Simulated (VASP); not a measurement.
Wanted: the native input for a VASP 6.6.1 run.

```
Task                   : single point
Functional             : LDA
Potentials or basis    : VASP PAW LDA potentials, release 64 (Rb_sv, Ba_sv)
Cutoff                 : 520 eV
k mesh                 : 4 × 4 × 4
Occupations            : gaussian, width 0.02 eV
Spin                   : no spin polarisation
Dipole correction      : no
Further INCAR settings : ALGO = Normal; EDIFF = 1e-06; NBANDS = 26
```

The structure of Rb3Ba lies in POSCAR:

```
Rb3Ba
1.0
    7.4017258292      0.0000000000      0.0000000000
    3.7008629146      6.4100826000      0.0000000000
    3.7008629146      2.1366942000      6.0434838325
Rb Ba
3 1
Direct
    0.2500000000      0.2500000000      0.2500000000
    0.7500000000      0.7500000000      0.7500000000
    0.5000000000      0.5000000000      0.5000000000
    0.0000000000      0.0000000000      0.0000000000
```

One way to write it, as run:

INCAR

```
SYSTEM = Rb3Ba
  PREC = Accurate
  ENCUT = 520
  EDIFF = 1E-6
  ISMEAR = 0
  SIGMA = 0.02
  LREAL = .FALSE.
  LASPH = .TRUE.
  NELM = 60
  ALGO = Normal
  ISIF = 2
  LWAVE = .FALSE.
  LCHARG = .FALSE.
  NBANDS = 26
```

KPOINTS

```
Automatic mesh
0
G
  4 4 4
  0 0 0
```

Potentials or basis: VASP PAW LDA potentials, release 64 (Rb_sv, Ba_sv).

Run with:

```console
$ cat potpaw_LDA.64/Rb_sv/POTCAR potpaw_LDA.64/Ba_sv/POTCAR > POTCAR
$ mpirun -np 1 vasp_std > vasp.out
```

It gave:

```json
{
 "Pressure": "0.0 GPa",
 "Band gap on the k mesh": "zero (an odd number of electrons rules out a gap without spin polarisation)"
}
```

Caveat: spin-orbit coupling is left out, which moves the levels of the heavy elements.

It took 110 s on 1 thread of Intel Xeon 8259CL (shared host), peak memory 0.34 GiB.
